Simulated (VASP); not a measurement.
A run of VASP 6.6.1 is set up as follows.

Contents of INCAR:

```
SYSTEM = C
PREC = Accurate
ENCUT = 520
EDIFF = 1E-7
ISMEAR = 0
SIGMA = 0.01
LREAL = .False.
LASPH = .True.
NELM = 60
ALGO = Normal
ISIF = 2
LWAVE = .False.
LCHARG = .False.
NBANDS = 11
```

File KPOINTS:

```
regular mesh
0
Gamma
  18 18 12
  0 0 0
```

POSCAR

```
C
1.0
    2.0963684317     -1.2104096885     -0.0112106363
    2.0963684317      1.2104096885     -0.0112106363
   -1.3805202283      0.0000000000      2.8196971948
C
2
Direct
    0.8337997844      0.8337997844      0.0013946676
    0.1662002156      0.1662002156      0.9986053324
```

Potentials or basis: VASP PAW LDA potentials, release 64 (C).

The run is started by

```sh
$ cat potpaw_LDA.64/C/POTCAR > POTCAR
$ mpirun -np 1 vasp_std > vasp.out
```

(1) Estimate the pressure.

(2) What does it give for the band gap on the k mesh?

## Answers

(1) 16.0 GPa.

(2) 0.16 eV, indirect (the least direct gap lies 4.0 meV higher).
